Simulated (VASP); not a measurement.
HgC2S2N2: relaxation of cell and atoms with PBEsol

Crystal: HgC2S2N2.

```
Hg C S N
1.0
     5.44166   -2.00284   -0.02916
     5.44166    2.00284   -0.02916
    -0.62670    0.00000    6.41376
Hg C S N
1 2 2 2
Cartesian
  0.0000 0.0000 0.0000
  2.7665 0.0000 1.4175
  7.4902 0.0000 4.9380
  1.2511 0.0000 2.0857
  9.0056 0.0000 4.2697
  3.8610 0.0000 0.9844
  6.3956 0.0000 5.3710
```

```
Program                : VASP 6.6.1
Task                   : relaxation of cell and atoms
Functional             : PBEsol
Potentials or basis    : VASP PAW PBE potentials, release 64 (Hg, C, S, N)
Cutoff                 : 600 eV
k mesh                 : 6 × 6 × 4
Occupations            : gaussian, width 0.02 eV
Spin                   : no spin polarisation
Dipole correction      : no
Further INCAR settings : ALGO = Normal; EDIFF = 1e-06; IBRION = 2; EDIFFG = -0.02; NSW = 70; ISIF = 3
```

- Relaxed volume: 19.97 Å³/atom
- Relaxed cell: a = 5.711 Å, b = 5.711 Å, c = 6.567 Å, α = 95.23°, β = 95.23°, γ = 40.98°
- Space group after relaxing (to 0.1 Å): C2/m (No. 12)
- Energy gained by relaxing: 3.0 meV/atom
- Ionic steps: 60
- Pressure after relaxing: 0.0 GPa
- Largest force after relaxing: 0.019 eV/Å
- Band gap on the k mesh: 2.23 eV (least direct gap 2.40 eV)

Forces on the atoms (eV/Å):
```
Hg   0.000  0.000  0.000
C    0.015  0.000  0.001
C   -0.015  0.000 -0.001
S   -0.009  0.000 -0.017
S    0.009  0.000  0.017
N    0.003  0.000 -0.002
N   -0.003  0.000  0.002
```

Stress tensor (GPa, compression positive):
```
 0.05  0.00 -0.11
 0.00 -0.05  0.00
-0.11  0.00 -0.06
```

Step by step:
```
step  energy change (eV)  largest force (eV/Å)  pressure (GPa)  volume (Å³)
   1              0.0000                0.5895           -0.52       139.73
   3             -0.0042                0.1769           -0.78       139.56
   5             -0.0067                0.1309           -0.15       139.00
   7             -0.0092                0.1375            0.02       137.97
   9             -0.0096                0.1456            0.16       137.84
  11             -0.0128                0.1734           -0.20       137.37
  13             -0.0146                0.2061            0.23       136.91
  15             -0.0152                0.1046            0.17       136.76
  17             -0.0159                0.1179           -0.03       136.84
  19             -0.0161                0.1380           -0.15       136.89
  21             -0.0166                0.1235           -0.06       136.90
  23             -0.0168                0.1168           -0.01       136.91
  25             -0.0177                0.0671            0.20       136.91
  27             -0.0178                0.1001            0.08       136.99
  29             -0.0181                0.0643            0.00       137.20
  31             -0.0187                0.0741            0.03       137.56
  33             -0.0195                0.2737            0.22       139.18
  35             -0.0197                0.2014            0.16       138.76
  37             -0.0201                0.1155            0.06       139.05
  39             -0.0203                0.0504           -0.05       139.44
  41             -0.0205                0.0308           -0.10       139.51
  43             -0.0206                0.0605           -0.15       139.58
  45             -0.0208                0.0996            0.05       139.52
  47             -0.0209                0.0236            0.06       139.50
  49             -0.0210                0.0254            0.03       139.54
  51             -0.0210                0.1065           -0.14       139.72
  53             -0.0210                0.0651           -0.05       139.64
  55             -0.0211                0.0425           -0.05       139.68
  57             -0.0211                0.0413           -0.05       139.76
  59             -0.0212                0.0285           -0.04       139.77
  60             -0.0212                0.0191           -0.02       139.79
```

Final structure:
```cif
data_structure
_symmetry_space_group_name_H-M 'P 1'
_symmetry_Int_Tables_number 1
_cell_length_a 5.7109
_cell_length_b 5.7109
_cell_length_c 6.5675
_cell_angle_alpha 95.232
_cell_angle_beta 95.232
_cell_angle_gamma 40.976
_cell_volume 139.79
loop_
_atom_site_label
_atom_site_type_symbol
_atom_site_fract_x
_atom_site_fract_y
_atom_site_fract_z
_atom_site_occupancy
Hg1 Hg 0.00000 0.00000 0.00000 1
C1 C 0.27014 0.27014 0.21467 1
C2 C 0.72986 0.72986 0.78533 1
S1 S 0.13668 0.13668 0.31902 1
S2 S 0.86332 0.86332 0.68098 1
N1 N 0.36811 0.36811 0.14552 1
N2 N 0.63189 0.63189 0.85448 1
```

Levels at points of the mesh, in eV from the valence-band top:
| k point | band 19 | band 20 | band 21 | band 22 | band 23 | band 24 |
| --- | --- | --- | --- | --- | --- | --- |
| (0.00, 0.00, 0.00) | -0.90 | -0.84 | -0.17 | 2.23 | 4.08 | 4.38 |
| (0.50, 0.00, 0.00) | -1.43 | -1.34 | -0.38 | 2.55 | 3.68 | 5.06 |
| (0.50, 0.50, 0.00) | -1.05 | -0.31 | 0.00 | 3.26 | 4.31 | 4.52 |
| (0.00, 0.00, 0.50) | -0.91 | -0.85 | -0.10 | 3.06 | 4.40 | 4.72 |
| (0.50, 0.00, 0.50) | -1.52 | -1.28 | -0.59 | 2.47 | 3.67 | 4.97 |
| (0.50, 0.50, 0.50) | -1.12 | -0.15 | -0.14 | 2.84 | 4.34 | 4.53 |

Run time: 69 min on 1 thread of AMD EPYC 9R45 96-Core Processor (Zen 5), on a shared host, peak memory 0.5 GiB.

Caveat: the PAW data sets were made with another functional, which shifts forces and pressure a little; spin-orbit coupling is left out, which moves the levels of the heavy elements. A k mesh can miss the band edges.
